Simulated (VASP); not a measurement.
# Al16O25 (a cell with a defect) in VASP: single point with PBE

Aim: the single point of Al16O25 (a cell with a defect) with PBE.

All numbers are computed with VASP 6.6.1; they aren't measurements. Logs are shortened: lines on timing, memory, paths and dates and some standing lists are left out, and cuts for length are marked.

## Step 1: The cell of the first run

The cell holds a defect, 41 atoms: a = 5.181 Å, b = 10.361 Å, c = 10.361 Å, α = 55.29°, β = 55.29°, γ = 55.29°.

## Step 2: Single point, PBE

INCAR reads:

```
PREC = Accurate
ENCUT = 1000
EDIFF = 1E-6
ISMEAR = -1
SIGMA = 0.01
LREAL = Auto
LASPH = T
NELM = 120
ALGO = Normal
ISIF = 2
LWAVE = F
LCHARG = F
GGA = PE
NBANDS = 125
GGA_COMPAT = F
```

KPOINTS reads:

```
Automatic mesh
0
Gamma
  1 1 1
```

POSCAR reads:

```
Al16O25
1.0
    2.4039417600      1.3879164200      4.3742070900
   -4.8078835200      2.7758328500      8.7484141900
    0.0000000000     -5.5516656900      8.7484141900
Al O
16 25
Direct
    0.6146676025      0.3354072767      0.3262878019
    0.8338565240      0.4333826956      0.4262419995
    0.1987516780      0.0517960673      0.0828922288
    0.2803528594      0.1700413379      0.2112774317
    0.6201801735      0.3386427751      0.8235575125
    0.8667853965      0.4353303492      0.9163273245
    0.1330426914      0.0830635518      0.5792415918
    0.3375285081      0.1825231148      0.6857266322
    0.6508951427      0.8233706159      0.3261455860
    0.8332062175      0.9302174652      0.4326546162
    0.1481937037      0.5689838411      0.0748082711
    0.3501034185      0.6794089779      0.1727993176
    0.6493194605      0.8313150995      0.8229191306
    0.8669360264      0.9292799417      0.9231758217
    0.1404692418      0.5835594529      0.5697365877
    0.3449948505      0.6863426525      0.6731776926
    0.4264696356      0.0255615940      0.3871421736
    0.9158392138      0.1309605628      0.2808151647
    0.0121921444      0.3783555066      0.2359578899
    0.9077215952      0.2099129159     -0.0117319971
    0.2326028583      0.2900529347      0.4641156249
    0.5483626067      0.4807969578      0.1184175151
    0.4676185556      0.0219120894      0.8783289631
    0.9363527526      0.1374437382      0.7770846525
    0.0473181394      0.3891654287      0.7116226056
    0.7324183955      0.2218161406      0.5403902567
    0.2431736346      0.2868503884      0.9678198781
    0.5431174027      0.4872355154      0.6181168143
    0.4262766437      0.5322527500      0.3778883921
    0.9399987508      0.6317520461      0.2726105764
    0.0547992339      0.8726164329      0.2291780859
    0.7528616138      0.7166291485      0.0346439678
    0.2419990743      0.7929748432      0.4634263393
    0.5636846847      0.9761642797      0.1265998609
    0.4407584040      0.5432732558      0.8674318385
    0.9415906310      0.6391710668      0.7692779753
    0.0568876003      0.8782990396      0.7254820059
    0.7425148572      0.7252358461      0.5311933774
    0.2515465922      0.7928019350      0.9664952106
    0.5448453261      0.9839613236      0.6246467517
    1.5600622712      0.2693615260      0.0553517867
```

Potentials or basis: VASP PAW PBE potentials, release 64 (Al, O_h).

The run is started by

```sh
> cat potpaw_PBE.64/Al/POTCAR potpaw_PBE.64/O_h/POTCAR > POTCAR
> mpirun -np 1 vasp_gam > vasp.out
```

OUTCAR:

```text
PREC = Accurate
   ENCUT = 1000
   EDIFF = 1E-6
   ISMEAR = -1
   LREAL = Auto
   LASPH = T
   NELM = 120
   ISIF = 2
   GGA = PE

 ion  position               nearest neighbor table
   1  0.615  0.335  0.326-  21 1.80  22 1.89  18 1.92  19 1.92  29 1.94  26 2.10   4 2.68   2 2.69
                            12 2.75   8 2.87   2 3.20  10 3.30   6 3.32
   2  0.834  0.433  0.426-  21 1.84  28 1.85  30 1.90  19 1.92  29 1.98  26 2.03   1 2.69  15 2.78
                            11 2.81   7 2.82   1 3.20   9 3.21   5 3.25
   3  0.199  0.052  0.083-  20 1.72  34 1.81  31 1.84  23 1.85  18 2.04  27 2.10   4 2.56  14 2.68
                            10 2.83   6 3.08  12 3.11   8 3.27   9 3.33
   4  0.280  0.170  0.211-  41 1.71  18 1.80  17 1.82  19 1.86  34 2.04  27 2.16   3 2.56   1 2.68
                             9 2.81   7 3.08   5 3.12  11 3.28  10 3.29
   5  0.620  0.339  0.824-  27 1.81  28 1.90  24 1.90  41 1.95  35 1.98  25 2.05  20 2.23   6 2.74
                            16 2.78   8 2.87   6 3.09   4 3.12   2 3.25  14 3.32
   6  0.867  0.435  0.916-  27 1.81  36 1.88  22 1.91  20 1.92  25 2.00  35 2.05  41 2.29   5 2.74
                            15 2.77  11 2.87   3 3.08   5 3.09  13 3.24   1 3.32
   7  0.133  0.083  0.579-  26 1.85  17 1.87  37 1.89  24 1.96  40 1.98  21 1.98   8 2.70  14 2.75
                            10 2.81   2 2.82   4 3.08   8 3.25  16 3.25
   8  0.338  0.183  0.686-  26 1.83  25 1.86  23 1.92  24 1.95  40 1.99  21 2.15   7 2.70  13 2.81
                             5 2.87   1 2.87   7 3.25  15 3.26   3 3.27
   9  0.651  0.823  0.326-  30 1.85  33 1.85  34 1.87  31 1.97  38 1.98  17 2.01  10 2.67  16 2.78
                            12 2.80   4 2.81   2 3.21  14 3.28   3 3.33  10 3.33
  10  0.833  0.930  0.433-  40 1.85  33 1.85  18 1.87  17 1.97  38 1.97  31 2.00   9 2.67  15 2.78
                             7 2.81   3 2.83  13 3.21   4 3.29   1 3.30   9 3.33
  11  0.148  0.569  0.075-  32 1.84  35 1.86  19 1.92  22 1.94  30 2.00  39 2.17  12 2.71   2 2.81
                             6 2.87  14 2.87  12 3.25  16 3.26   4 3.28
  12  0.350  0.679  0.173-  32 1.85  31 1.88  29 1.89  22 1.97  39 1.98  30 1.98  11 2.71   1 2.75
                             9 2.80  13 2.81   3 3.11  15 3.25  11 3.25
  13  0.649  0.831  0.823-  39 1.84  36 1.85  40 1.90  23 1.92  37 1.97  32 2.04  14 2.69  16 2.79
                             8 2.81  12 2.81  14 3.20  10 3.21   6 3.24
  14  0.867  0.929  0.923-  39 1.81  24 1.90  34 1.92  23 1.93  37 1.95  32 2.08   3 2.68  13 2.69
                             7 2.75  11 2.87  13 3.20   9 3.28   5 3.32
  15  0.140  0.584  0.570-  25 1.84  29 1.84  38 1.84  28 1.96  36 1.98  33 2.03  16 2.70   6 2.77
                            10 2.78   2 2.78  16 3.25  12 3.25   8 3.26
  16  0.345  0.686  0.673-  38 1.84  35 1.84  37 1.84  36 1.96  28 1.97  33 2.04  15 2.70   9 2.78
                             5 2.78  13 2.79  15 3.25   7 3.25  11 3.26
  17  0.426  0.026  0.387-   4 1.82   7 1.87  10 1.97   9 2.01
  18  0.916  0.131  0.281-   4 1.80  10 1.87   1 1.92   3 2.04
  19  0.012  0.378  0.236-   4 1.86   2 1.92  11 1.92   1 1.92
  20  0.908  0.210  0.988-  41 1.38   3 1.72   6 1.92   5 2.23
  21  0.233  0.290  0.464-   1 1.80   2 1.84   7 1.98   8 2.15
  22  0.548  0.481  0.118-   1 1.89   6 1.91  11 1.94  12 1.97
[... 17 lines left out ...]
  40  0.545  0.984  0.625-  10 1.85  13 1.90   7 1.98   8 1.99
  41  0.560  0.269  0.055-  20 1.38   4 1.71   5 1.95   6 2.29

  LATTYP: Found a base centered monoclinic cell.
 ALAT       =    14.1357249055
 B/A-ratio  =     0.6802457681
 C/A-ratio  =     0.3664920511
 COS(beta)  =    -0.1016821385

  Lattice vectors:

 A1 = (   7.2118252800,  -1.3879164300,  -4.3742071000)
 A2 = (   2.4039417600,   6.9395821100,  -4.3742071000)
 A3 = (   2.4039417600,   1.3879164200,   4.3742070900)

Analysis of symmetry for initial positions (statically):
=====================================================================
 Subroutine PRICEL returns:
 Original cell was already a primitive cell.

 Routine SETGRP: Setting up the symmetry group for a
 base centered monoclinic supercell.

 Subroutine GETGRP returns: Found  1 space group operations
 (whereof  1 operations were pure point group operations)
 out of a pool of  4 trial point group operations.

The static configuration has the point symmetry C_1 .

Analysis of symmetry for dynamics (positions and initial velocities):
=====================================================================
 Subroutine PRICEL returns:
 Original cell was already a primitive cell.

 Routine SETGRP: Setting up the symmetry group for a
 base centered monoclinic supercell.

 Subroutine GETGRP returns: Found  1 space group operations
 (whereof  1 operations were pure point group operations)
 out of a pool of  4 trial point group operations.

The dynamic configuration has the point symmetry C_1 .

 Subroutine INISYM returns: Found  1 space group operations
 (whereof  1 operations are pure point group operations),
 and found     1 'primitive' translations

----------------------------------------------------------------------------------------

                                     Primitive cell

  volume of cell :     350.2659

  direct lattice vectors                    reciprocal lattice vectors
     2.403941760  1.387916420  4.374207090     0.207991728  0.120084080  0.076204287
    -4.807883520  2.775832850  8.748414190    -0.103995864  0.060042040  0.038102144
     0.000000000 -5.551665690  8.748414190    -0.000000000 -0.120084080  0.038102144

  length of vectors
     5.180630815 10.361261641 10.361261640     0.251967932  0.125983966  0.125983966

  position of ions in fractional coordinates (direct lattice)
     0.614667602  0.335407277  0.326287802
     0.833856524  0.433382696  0.426242000
     0.198751678  0.051796067  0.082892229
     0.280352859  0.170041338  0.211277432
     0.620180174  0.338642775  0.823557513
     0.866785396  0.435330349  0.916327325
[... 33 lines left out ...]
     0.544845326  0.983961324  0.624646752
     0.560062271  0.269361526  0.055351787

  ion indices of the primitive-cell ions
   primitive index   ion index
                 1           1
                 2           2
                 3           3
                 4           4
                 5           5
                 6           6
[... 33 lines left out ...]
                40          40
                41          41

----------------------------------------------------------------------------------------

 KPOINTS: Automatic mesh

Automatic generation of k-mesh.
 Grid dimensions read from file:
 generate k-points for:    1    1    1

 Generating k-lattice:

  Cartesian coordinates                     Fractional coordinates (reciprocal lattice)
     0.207991728  0.120084080  0.076204287     1.000000000  0.000000000  0.000000000
    -0.103995864  0.060042040  0.038102144    -0.000000000  1.000000000  0.000000000
    -0.000000000 -0.120084080  0.038102144     0.000000000  0.000000000  1.000000000

  Length of vectors
     0.251967932  0.125983966  0.125983966

  Shift w.r.t. Gamma in fractional coordinates (k-lattice)
     0.000000000  0.000000000  0.000000000

 Subroutine IBZKPT returns following result:
 ===========================================

 Found      1 irreducible k-points:

 Following reciprocal coordinates:
            Coordinates               Weight
  0.000000  0.000000  0.000000      1.000000
   k-points           NKPTS =      1   k-points in BZ     NKDIM =      1   number of bands    NBANDS=    125
   number of dos      NEDOS =    301   number of ions     NIONS =     41
   total plane-waves  NPLWV = 629856
   dimension x,y,z NGX =    54 NGY =  108 NGZ =  108
   dimension x,y,z NGXF=   108 NGYF=  216 NGZF=  216
   ions per type =              16  25
   NGX,Y,Z   is equivalent  to a cutoff of  17.33, 17.33, 17.33 a.u.
   NGXF,Y,Z  is equivalent  to a cutoff of  34.66, 34.66, 34.66 a.u.
 SYSTEM =  unknown system
   PREC   = accura    normal or accurate (medium, high low for compatibility)
   ISTART =      0    job   : 0-new  1-cont  2-samecut
   ICHARG =      2    charge: 1-file 2-atom 10-const
   ISPIN  =      1    spin polarized calculation?
   LNONCOLLINEAR =      F non collinear calculations
   LSORBIT =      F    spin-orbit coupling
   LASPH  =      T    aspherical Exc in radial PAW
   ENCUT  = 1000.0 eV  73.50 Ry    8.57 a.u.  13.36 26.72 26.72*2*pi/ulx,y,z
   NELM   =    120;   NELMIN=  2; NELMDL= -5     # of ELM steps
   EDIFF  = 0.1E-05   stopping-criterion for ELM
   LREAL  =      T    real-space projection
   EDIFFG = 0.1E-04   stopping-criterion for IOM
   NSW    =      0    number of steps for IOM
   IBRION =     -1    ionic relax: 0-MD 1-quasi-New 2-CG
   NFREE  =      0    steps in history (QN), initial steepest desc. (CG)
   ISIF   =      2    stress and relaxation
   ISYM   =      2    0-nonsym 1-usesym 2-fastsym
   POTIM  = 0.5000    time-step for ionic-motion
   TEBEG  =    0.0;   TEEND  =   0.0 temperature during run
   PSTRESS=    0.0 pullay stress
   NELECT =     198.0000    total number of electrons
   NUPDOWN=      -1.0000    fix difference up-down
   EMIN   =  10.00;   EMAX   =-10.00  energy-range for DOS
   EFERMI =   0.00;   METHOD = LEGACY
   ISMEAR =    -1;   SIGMA  =   0.01  broadening in eV -4-tet -1-fermi 0-gaus
   EFERMI_NEDOS =   21; number of points for ismear=-14 and -15
   IALGO  =     38    algorithm
   IMIX   =      4    mixing-type and parameters
     AMIX     =   0.40;   BMIX     =  1.00
     AMIX_MAG =   1.60;   BMIX_MAG =  1.00
  volume/ion in A,a.u.               =       8.54        57.65
  Fermi-wavevector in a.u.,A,eV,Ry     =   1.353622  2.557974 24.929839  1.832291
  Thomas-Fermi vector in A             =   2.480862
   LORBIT       =      0    0 simple, 1 ext, 2 COOP (PROOUT), +10 PAW based schemes
   GGA     = PE    functional components
   LHFCALC =     F    Hartree Fock is set to
   AEXX    =    0.0000 exact exchange contribution
   IVDW    =     0    specifies the selected vdW correction
   LEPSILON=     F    determine dielectric tensor
   LRPA    =     F    only Hartree local field effects (RPA)
 non-spin polarized calculation
  energy-cutoff  :     1000.00
  volume of cell :      350.27
 maximum number of plane-waves:     12551
 NGX is ok and might be reduce to    54
   NGX = 27   NGY = 53   NGZ = 53

 number of electron     198.0000001 magnetization

 Free energy of the ion-electron system (eV)
  ---------------------------------------------------
  ext. energy  EPLUGINS =         0.00000000
  ---------------------------------------------------
  free energy    TOTEN  =      -297.33413591 eV

  energy without entropy =     -297.33413591  energy(sigma->0) =     -297.33413591

 E-fermi :   7.7232     XC(G=0): -11.6389

 val. band max:        7.4166686853   @ k =   0.0000   0.0000   0.0000
 cond. band min:      12.4868027913   @ k =   0.0000   0.0000   0.0000
 fundamental gap:      5.0701341060
 Fermi energy:         7.7231535527

 k-point     1 :       0.0000    0.0000    0.0000
  band No.  band energies     occupation
      1     -15.5994      2.00000
      2     -12.4737      2.00000
      3     -11.6124      2.00000
      4     -11.5609      2.00000
      5     -11.4688      2.00000
      6     -11.3438      2.00000
[... 103 lines left out ...]
    110      16.2546      0.00000
    111      16.2712      0.00000
 [bands above 111 left out]

------------------------ aborting loop because EDIFF is reached ----------------------------------------

  FORCE on cell =-STRESS in cart. coord.  units (eV):
  Direction    XX          YY          ZZ          XY          YZ          ZX
  --------------------------------------------------------------------------------------
  -------------------------------------------------------------------------------------
  Total       20.1516681     23.8166005     19.4584811     -1.6055002      6.0969710     10.3531623
  in kB       92.1772494    108.9412904     89.0064912     -7.3438381     27.8886101     47.3571726
  external PRESSURE =      96.7083437 kB  Pullay stress =       0.0000000 kB

 VOLUME and BASIS-vectors are now :
 -----------------------------------------------------------------------------
  energy-cutoff  :     1000.00
  volume of cell :      350.27
      direct lattice vectors                 reciprocal lattice vectors
     2.403941760  1.387916420  4.374207090     0.207991728  0.120084080  0.076204287
    -4.807883520  2.775832850  8.748414190    -0.103995864  0.060042040  0.038102144
     0.000000000 -5.551665690  8.748414190    -0.000000000 -0.120084080  0.038102144

 POSITION                                       TOTAL-FORCE (eV/Angst)
 -----------------------------------------------------------------------------------
     -0.13497     -0.02730      8.47747         0.002134      0.000722     -0.007052
     -0.07911     -0.00603     11.16781        -0.004782      0.006940      0.002463
      0.22876     -0.04056      2.04769         0.006370     -0.012082     -0.006767
     -0.14359     -0.31183      4.56226        -0.008613     -0.015211      0.012998
     -0.13728     -2.77134     12.88021        -0.001535      0.006512     -0.008458
     -0.00932     -2.67571     15.61636        -0.007078     -0.004843      0.002811
[... 33 lines left out ...]
     -3.42099      0.01968     16.45604         0.003435      0.000784     -0.001552
      0.05130      1.21773      5.29055        -0.044626     -0.008301     -0.018892
 -----------------------------------------------------------------------------------
    total drift:                                0.000818     -0.006625      0.006546

  FREE ENERGIE OF THE ION-ELECTRON SYSTEM (eV)
  ---------------------------------------------------
  free  energy   TOTEN  =      -297.3341359112 eV

  energy  without entropy=     -297.3341359112  energy(sigma->0) =     -297.33413591
```

It took 5.6 min on 1 thread of Intel Xeon Platinum 8259CL at 2.50GHz (Skylake/Cascade Lake), shared host; peak memory 1 GiB.

What came out:

```
Free energy            : -297.3341 eV
Pressure               : 9.7 GPa
Largest force          : 0.062 eV/Å
Band gap on the k mesh : 5.07 eV
```

Forces on the atoms (eV/Å):
```
Al   0.002  0.001 -0.007
Al  -0.005  0.007  0.002
Al   0.006 -0.012 -0.007
Al  -0.009 -0.015  0.013
Al  -0.002  0.007 -0.008
Al  -0.007 -0.005  0.003
Al  -0.001 -0.002 -0.003
Al   0.004 -0.008  0.007
Al   0.000 -0.002 -0.001
Al  -0.003 -0.004  0.008
Al   0.005  0.000 -0.006
Al   0.000  0.002  0.005
Al  -0.002  0.005 -0.006
Al  -0.006  0.005  0.008
Al   0.001  0.001 -0.004
Al   0.003 -0.003  0.003
O   -0.001  0.001 -0.003
O   -0.004 -0.004 -0.008
O    0.001  0.008  0.003
O    0.051  0.030  0.018
O    0.002  0.004  0.003
O    0.006  0.001 -0.004
O   -0.007  0.007 -0.002
O   -0.003 -0.004  0.004
O    0.002 -0.004 -0.006
O   -0.001 -0.004 -0.006
O    0.002 -0.008  0.003
O    0.002  0.002 -0.001
O   -0.003 -0.001  0.002
O   -0.003 -0.002  0.000
O    0.000  0.003  0.002
O    0.005 -0.003  0.005
O   -0.002  0.004  0.001
O    0.009  0.005  0.007
O   -0.002 -0.005  0.004
O   -0.001  0.001  0.000
O    0.004  0.003 -0.001
O    0.001 -0.002 -0.002
O   -0.005 -0.002 -0.007
O    0.003  0.001 -0.002
O   -0.045 -0.008 -0.019
```

Caveat: the k points lie up to 1.22 Å⁻¹ apart.
